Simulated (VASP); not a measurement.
# V (Im-3m) in VASP: a series of runs

V is run at these levels: PBE, LDA; tasks: single point.

Everything below comes from runs of VASP 6.6.1. Logs are shortened: lines on timing, memory, paths and dates and some standing lists are left out, and cuts for length are marked.

### Step 1. The cell of the first run

The structure is cubic, space group Im-3m (No. 229). Conventional cell: a = 3.026 Å, b = 3.026 Å, c = 3.026 Å, α = 90.00°, β = 90.00°, γ = 90.00°. Within 3.5 Å of V (site symmetry m-3m) lie 14 V at 2.62 to 3.03 Å.

### Step 2. Single point, PBE, collinear spin, ferromagnetic start

File INCAR:

```
PREC     = Accurate       # precision mode
ENCUT    = 500            # plane-wave cutoff, eV
EDIFF    = 1E-6           # SCF threshold, eV
ISMEAR   = 1              # smearing method
SIGMA    = 0.0077         # smearing width, eV
LREAL    = F              # projectors in reciprocal space
LASPH    = T              # aspherical terms in the spheres
NELM     = 200            # most SCF steps
ALGO     = Normal         # electronic algorithm
ISIF     = 2              # what is computed and relaxed
LWAVE    = F              # write WAVECAR
LCHARG   = F              # write CHGCAR
ISPIN    = 2              # spin polarisation
MAGMOM   = 0.51           # initial moments
LORBIT   = 11             # projections on sites
LMAXMIX  = 4              # l up to which the mixer works
GGA      = PE             # functional
NBANDS   = 16             # bands
GGA_COMPAT= F
```

File KPOINTS:

```
Automatic mesh
0
Gamma
  6 6 6
```

File POSCAR:

```
V
1.0
   -1.5130000000      1.5130000000      1.5130000000
    1.5130000000     -1.5130000000      1.5130000000
    1.5130000000      1.5130000000     -1.5130000000
V
1
Direct
    0.0000000000      0.0000000000      0.0000000000
```

Potentials or basis: VASP PAW PBE potentials, release 64 (V_sv).

Command:

```
$ cat potpaw_PBE.64/V_sv/POTCAR > POTCAR
$ mpirun -np 1 vasp_std > vasp.out
```

OUTCAR:

```text
PREC = Accurate
   ENCUT = 500
   EDIFF = 1E-6
   ISMEAR = 1
   LREAL = F
   LASPH = T
   NELM = 200
   ISIF = 2
   ISPIN = 2
   LORBIT = 11
   GGA = PE

 ion  position               nearest neighbor table
   1  0.000  0.000  0.000-

  LATTYP: Found a body centered cubic cell.
 ALAT       =     3.0260000000

  Lattice vectors:

 A1 = (  -1.5130000000,   1.5130000000,   1.5130000000)
 A2 = (   1.5130000000,  -1.5130000000,   1.5130000000)
 A3 = (   1.5130000000,   1.5130000000,  -1.5130000000)

Analysis of symmetry for initial positions (statically):
=====================================================================
 Subroutine PRICEL returns:
 Original cell was already a primitive cell.

 Routine SETGRP: Setting up the symmetry group for a
 body centered cubic supercell.

 Subroutine GETGRP returns: Found 48 space group operations
 (whereof 48 operations were pure point group operations)
 out of a pool of 48 trial point group operations.

The static configuration has the point symmetry O_h .

Analysis of symmetry for dynamics (positions and initial velocities):
=====================================================================
 Subroutine PRICEL returns:
 Original cell was already a primitive cell.

 Routine SETGRP: Setting up the symmetry group for a
 body centered cubic supercell.

 Subroutine GETGRP returns: Found 48 space group operations
 (whereof 48 operations were pure point group operations)
 out of a pool of 48 trial point group operations.

The dynamic configuration has the point symmetry O_h .

Analysis of structural, dynamic, and magnetic symmetry:
=====================================================================
 Subroutine PRICEL returns:
 Original cell was already a primitive cell.

 Routine SETGRP: Setting up the symmetry group for a
 body centered cubic supercell.

 Subroutine GETGRP returns: Found 48 space group operations
 (whereof 48 operations were pure point group operations)
 out of a pool of 48 trial point group operations.

The overall configuration has the point symmetry O_h .

 Subroutine INISYM returns: Found 48 space group operations
 (whereof 48 operations are pure point group operations),
 and found     1 'primitive' translations

----------------------------------------------------------------------------------------

                                     Primitive cell

  volume of cell :      13.8541

  direct lattice vectors                    reciprocal lattice vectors
    -1.513000000  1.513000000  1.513000000     0.000000000  0.330469266  0.330469266
     1.513000000 -1.513000000  1.513000000     0.330469266  0.000000000  0.330469266
     1.513000000  1.513000000 -1.513000000     0.330469266  0.330469266  0.000000000

  length of vectors
     2.620592872  2.620592872  2.620592872     0.467354118  0.467354118  0.467354118

  position of ions in fractional coordinates (direct lattice)
     0.000000000  0.000000000  0.000000000

  ion indices of the primitive-cell ions
   primitive index   ion index
                 1           1

----------------------------------------------------------------------------------------

 KPOINTS: Automatic mesh

Automatic generation of k-mesh.
 Grid dimensions read from file:
 generate k-points for:    6    6    6

 Generating k-lattice:

  Cartesian coordinates                     Fractional coordinates (reciprocal lattice)
     0.000000000  0.055078211  0.055078211     0.166666667  0.000000000  0.000000000
     0.055078211  0.000000000  0.055078211     0.000000000  0.166666667  0.000000000
     0.055078211  0.055078211  0.000000000     0.000000000  0.000000000  0.166666667

  Length of vectors
     0.077892353  0.077892353  0.077892353

  Shift w.r.t. Gamma in fractional coordinates (k-lattice)
     0.000000000  0.000000000  0.000000000

 Subroutine IBZKPT returns following result:
 ===========================================

 Found     16 irreducible k-points:

 Following reciprocal coordinates:
            Coordinates               Weight
  0.000000  0.000000  0.000000      1.000000
  0.166667  0.000000  0.000000     12.000000
  0.333333  0.000000  0.000000     12.000000
  0.500000  0.000000  0.000000      6.000000
  0.166667  0.166667  0.000000     24.000000
  0.333333  0.166667  0.000000     48.000000
[... 8 lines left out ...]
  0.500000  0.500000  0.333333     12.000000
  0.500000  0.500000  0.500000      1.000000
   k-points           NKPTS =     16   k-points in BZ     NKDIM =     16   number of bands    NBANDS=     16
   number of dos      NEDOS =    301   number of ions     NIONS =      1
   total plane-waves  NPLWV =   8000
   dimension x,y,z NGX =    20 NGY =   20 NGZ =   20
   dimension x,y,z NGXF=    40 NGYF=   40 NGZF=   40
   ions per type =               1
   NGX,Y,Z   is equivalent  to a cutoff of  12.69, 12.69, 12.69 a.u.
   NGXF,Y,Z  is equivalent  to a cutoff of  25.38, 25.38, 25.38 a.u.
 SYSTEM =  unknown system
   PREC   = accura    normal or accurate (medium, high low for compatibility)
   ISTART =      0    job   : 0-new  1-cont  2-samecut
   ICHARG =      2    charge: 1-file 2-atom 10-const
   ISPIN  =      2    spin polarized calculation?
   LNONCOLLINEAR =      F non collinear calculations
   LSORBIT =      F    spin-orbit coupling
   LASPH  =      T    aspherical Exc in radial PAW
   ENCUT  =  500.0 eV  36.75 Ry    6.06 a.u.   4.78  4.78  4.78*2*pi/ulx,y,z
   NELM   =    200;   NELMIN=  2; NELMDL= -5     # of ELM steps
   EDIFF  = 0.1E-05   stopping-criterion for ELM
   LREAL  =      F    real-space projection
   EDIFFG = 0.1E-04   stopping-criterion for IOM
   NSW    =      0    number of steps for IOM
   IBRION =     -1    ionic relax: 0-MD 1-quasi-New 2-CG
   NFREE  =      0    steps in history (QN), initial steepest desc. (CG)
   ISIF   =      2    stress and relaxation
   ISYM   =      2    0-nonsym 1-usesym 2-fastsym
   POTIM  = 0.5000    time-step for ionic-motion
   TEBEG  =    0.0;   TEEND  =   0.0 temperature during run
   PSTRESS=    0.0 pullay stress
   NELECT =      13.0000    total number of electrons
   NUPDOWN=      -1.0000    fix difference up-down
   EMIN   =  10.00;   EMAX   =-10.00  energy-range for DOS
   EFERMI =   0.00;   METHOD = LEGACY
   ISMEAR =     1;   SIGMA  =   0.01  broadening in eV -4-tet -1-fermi 0-gaus
   EFERMI_NEDOS =   21; number of points for ismear=-14 and -15
   IALGO  =     38    algorithm
   IMIX   =      4    mixing-type and parameters
     AMIX     =   0.40;   BMIX     =  1.00
     AMIX_MAG =   1.60;   BMIX_MAG =  1.00
  volume/ion in A,a.u.               =      13.85        93.49
  Fermi-wavevector in a.u.,A,eV,Ry     =   1.602742  3.028744 34.950411  2.568783
  Thomas-Fermi vector in A             =   2.699515
   LORBIT       =     11    0 simple, 1 ext, 2 COOP (PROOUT), +10 PAW based schemes
   GGA     = PE    functional components
   LHFCALC =     F    Hartree Fock is set to
   AEXX    =    0.0000 exact exchange contribution
   IVDW    =     0    specifies the selected vdW correction
   LEPSILON=     F    determine dielectric tensor
   LRPA    =     F    only Hartree local field effects (RPA)
 spin polarized calculation
 Methfessel and Paxton  Order N= 1 SIGMA  =   0.01
  energy-cutoff  :      500.00
  volume of cell :       13.85
 maximum number of plane-waves:       370
   NGX =  9   NGY =  9   NGZ =  9

 number of electron      12.9999996 magnetization       0.6391047

 Free energy of the ion-electron system (eV)
  ---------------------------------------------------
  ext. energy  EPLUGINS =         0.00000000
  ---------------------------------------------------
  free energy    TOTEN  =        -8.95057306 eV

  energy without entropy =       -8.95051273  energy(sigma->0) =       -8.95055295

 E-fermi :   9.4291     XC(G=0): -12.7435

 val. band max:        9.3492693815   @ k =   0.1667   0.0000   0.0000
 cond. band min:       9.4291307972   @ k =   0.5000   0.5000   0.1667
 fundamental gap:      0.0798614157
 Fermi energy:         9.4291307972

 spin component 1

 k-point     1 :       0.0000    0.0000    0.0000
  band No.  band energies     occupation
      1     -54.5766      1.00000
      2     -27.9197      1.00000
      3     -27.9197      1.00000
      4     -27.9197      1.00000
      5       2.6150      1.00000
      6       9.5138     -0.00000
[... 8 lines left out ...]
     15      36.2740      0.00000
     16      40.1824      0.00000

 k-point     2 :       0.1667    0.0000    0.0000
  band No.  band energies     occupation
      1     -54.5327      1.00000
      2     -28.1326      1.00000
      3     -27.9855      1.00000
      4     -27.9209      1.00000
      5       3.6523      1.00000
      6       9.1044      1.00000
[... 8 lines left out ...]
     15      35.2175      0.00000
     16      35.8543      0.00000

 k-point     3 :       0.3333    0.0000    0.0000
  band No.  band energies     occupation
      1     -54.4441      1.00000
      2     -28.5448      1.00000
      3     -28.1155      1.00000
      4     -27.9237      1.00000
      5       5.6636      1.00000
      6       8.3685      1.00000
[... 8 lines left out ...]
     15      34.9176      0.00000
     16      38.1872      0.00000
[... 210 lines left out ...]
 k-point    15 :       0.5000    0.5000    0.3333
  band No.  band energies     occupation
      1     -54.3072      1.00000
      2     -28.5519      1.00000
      3     -28.4111      1.00000
      4     -28.3498      1.00000
      5       6.8342      1.00000
      6       6.9509      1.00000
[... 8 lines left out ...]
     15      33.2150      0.00000
     16      39.7391      0.00000

 k-point    16 :       0.5000    0.5000    0.5000
  band No.  band energies     occupation
      1     -54.2763      1.00000
      2     -28.4866      1.00000
      3     -28.4866      1.00000
      4     -28.4866      1.00000
      5       6.3523      1.00000
      6       6.3523      1.00000
[... 8 lines left out ...]
     15      30.4428      0.00000
     16      40.8990      0.00000
 Fermi energy:         9.4291307972

 spin component 2

 k-point     1 :       0.0000    0.0000    0.0000
  band No.  band energies     occupation
      1     -54.1416      1.00000
      2     -27.4903      1.00000
      3     -27.4903      1.00000
      4     -27.4903      1.00000
      5       3.0762      1.00000
      6      10.0722      0.00000
[... 8 lines left out ...]
     15      36.5906      0.00000
     16      40.8020      0.00000

 k-point     2 :       0.1667    0.0000    0.0000
  band No.  band energies     occupation
      1     -54.0979      1.00000
      2     -27.7022      1.00000
      3     -27.5555      1.00000
      4     -27.4917      1.00000
      5       4.1136      1.00000
      6       9.6605      0.00000
[... 8 lines left out ...]
     15      35.7589      0.00000
     16      36.3340      0.00000

 k-point     3 :       0.3333    0.0000    0.0000
  band No.  band energies     occupation
      1     -54.0096      1.00000
      2     -28.1125      1.00000
      3     -27.6843      1.00000
      4     -27.4948      1.00000
      5       6.1279      1.00000
      6       8.9212      1.00000
[... 8 lines left out ...]
     15      35.3663      0.00000
     16      38.5949      0.00000
[... 210 lines left out ...]
 k-point    15 :       0.5000    0.5000    0.3333
  band No.  band energies     occupation
      1     -53.8735      1.00000
      2     -28.1179      1.00000
      3     -27.9774      1.00000
      4     -27.9168      1.00000
      5       7.1549      1.00000
      6       7.2739      1.00000
[... 8 lines left out ...]
     15      33.5609      0.00000
     16      40.3847      0.00000

 k-point    16 :       0.5000    0.5000    0.5000
  band No.  band energies     occupation
      1     -53.8428      1.00000
      2     -28.0523      1.00000
      3     -28.0523      1.00000
      4     -28.0523      1.00000
      5       6.6668      1.00000
      6       6.6668      1.00000
[... 8 lines left out ...]
     15      30.7585      0.00000
     16      41.5964      0.00000

------------------------ aborting loop because EDIFF is reached ----------------------------------------

  FORCE on cell =-STRESS in cart. coord.  units (eV):
  Direction    XX          YY          ZZ          XY          YZ          ZX
  --------------------------------------------------------------------------------------
  -------------------------------------------------------------------------------------
  Total       -0.3276892     -0.3276892     -0.3276892     -0.0000000     -0.0000000      0.0000000
  in kB      -37.8962291    -37.8962291    -37.8962291     -0.0000000     -0.0000000      0.0000000
  external PRESSURE =     -37.8962291 kB  Pullay stress =       0.0000000 kB

 VOLUME and BASIS-vectors are now :
 -----------------------------------------------------------------------------
  energy-cutoff  :      500.00
  volume of cell :       13.85
      direct lattice vectors                 reciprocal lattice vectors
    -1.513000000  1.513000000  1.513000000     0.000000000  0.330469266  0.330469266
     1.513000000 -1.513000000  1.513000000     0.330469266  0.000000000  0.330469266
     1.513000000  1.513000000 -1.513000000     0.330469266  0.330469266  0.000000000

 POSITION                                       TOTAL-FORCE (eV/Angst)
 -----------------------------------------------------------------------------------
      0.00000      0.00000      0.00000         0.000000      0.000000     -0.000000
 -----------------------------------------------------------------------------------
    total drift:                                0.000000     -0.000000     -0.000000

  FREE ENERGIE OF THE ION-ELECTRON SYSTEM (eV)
  ---------------------------------------------------
  free  energy   TOTEN  =        -8.9505730624 eV

  energy  without entropy=       -8.9505127254  energy(sigma->0) =       -8.95055295

 total charge

# of ion       s       p       d       tot
------------------------------------------
    1        2.332   6.213   3.061  11.607

 magnetization (x)

# of ion       s       p       d       tot
------------------------------------------
    1        0.010   0.054   0.437   0.501
```

Wall time 12 s (1 thread of AMD EPYC 7R43 (Zen 3), shared host); peak memory 0.09 GiB.

What came out:

- Free energy: -8.9506 eV
- Pressure: -3.8 GPa
- Net moment: 0.64 μB per cell
- Site moments: V +0.50 μB
- Valence electrons inside the program's atomic spheres: V 11.61

Levels at points of the mesh, in eV from the Fermi level:
Spin up:
```tsv
k point	band 5	band 6	band 7	band 8	band 9	band 10
(0.00, 0.00, 0.00)	-6.81	0.08	0.08	0.08	2.17	2.17
(0.50, 0.00, 0.00)	-3.36	-1.40	1.26	2.12	2.51	3.66
(0.50, 0.50, 0.50)	-3.08	-3.08	3.28	3.28	3.28	9.62
```
Spin down:
```csv
k point,band 3,band 4,band 5,band 6,band 7,band 8,band 9,band 10
"(0.00, 0.00, 0.00)",-36.92,-36.92,-6.35,0.64,0.64,0.64,2.43,2.43
"(0.50, 0.00, 0.00)",-37.18,-36.93,-2.90,-0.84,1.71,2.48,2.78,4.19
"(0.50, 0.50, 0.50)",-37.48,-37.48,-2.76,-2.76,3.82,3.82,3.82,10.16
```

Caveat: the k points lie up to 0.49 Å⁻¹ apart.

### Step 3. Single point, LDA, collinear spin, ferromagnetic start

File INCAR:

```
SYSTEM = V
PREC     = Accurate       ! precision mode
ENCUT    = 500            ! plane-wave cutoff, eV
EDIFF    = 1E-6           ! SCF threshold, eV
ISMEAR   = 0              ! smearing method
SIGMA    = 0.1            ! smearing width, eV
LREAL    = .False.        ! projectors in reciprocal space
LASPH    = .True.         ! aspherical terms in the spheres
NELM     = 200            ! most SCF steps
ALGO     = Normal         ! electronic algorithm
ISIF     = 2              ! what is computed and relaxed
LWAVE    = .False.        ! write WAVECAR
LCHARG   = .False.        ! write CHGCAR
ISPIN    = 2              ! spin polarisation
MAGMOM   = 0.51           ! initial moments
LORBIT   = 11             ! projections on sites
LMAXMIX  = 4              ! l up to which the mixer works
NBANDS   = 16             ! bands
GGA_COMPAT= .False.
```

File KPOINTS:

```
regular mesh
0
Gamma
  6 6 6
  0 0 0
```

POSCAR is that of step 2.

Potentials or basis: VASP PAW LDA potentials, release 64 (V_sv).

Command:

```
$ cat potpaw_LDA.64/V_sv/POTCAR > POTCAR
$ mpirun -np 1 vasp_std > vasp.out
```

Run time: 9.2 s. Hardware: 1 thread of AMD EPYC 7R43 (Zen 3), shared host; peak memory 0.08 GiB.

It converged, with:

| Item | Value |
| --- | --- |
| Free energy | -9.8309 eV |
| Pressure | -15.9 GPa |
| Net moment | 0.56 μB per cell |
| Site moments | V +0.44 μB |
| Valence electrons inside the program's atomic spheres | V 11.63 |

Levels at points of the mesh, in eV from the Fermi level:
Spin up:
```tsv
k point	band 4	band 5	band 6	band 7	band 8	band 9	band 10	band 11
(0.00, 0.00, 0.00)	-36.93	-6.65	0.17	0.17	0.17	2.14	2.14	20.14
(0.50, 0.00, 0.00)	-36.94	-3.28	-1.31	1.45	2.12	2.48	3.76	9.64
(0.50, 0.50, 0.50)	-37.52	-3.06	-3.06	3.38	3.38	3.38	9.75	9.75
```
Spin down:
| k point | band 4 | band 5 | band 6 | band 7 | band 8 | band 9 |
| --- | --- | --- | --- | --- | --- | --- |
| (0.00, 0.00, 0.00) | -36.58 | -6.31 | 0.56 | 0.56 | 0.56 | 2.43 |
| (0.50, 0.00, 0.00) | -36.58 | -2.93 | -0.92 | 1.79 | 2.45 | 2.77 |
| (0.50, 0.50, 0.50) | -37.16 | -2.76 | -2.76 | 3.78 | 3.78 | 3.78 |

Caveat: the k points lie up to 0.49 Å⁻¹ apart.
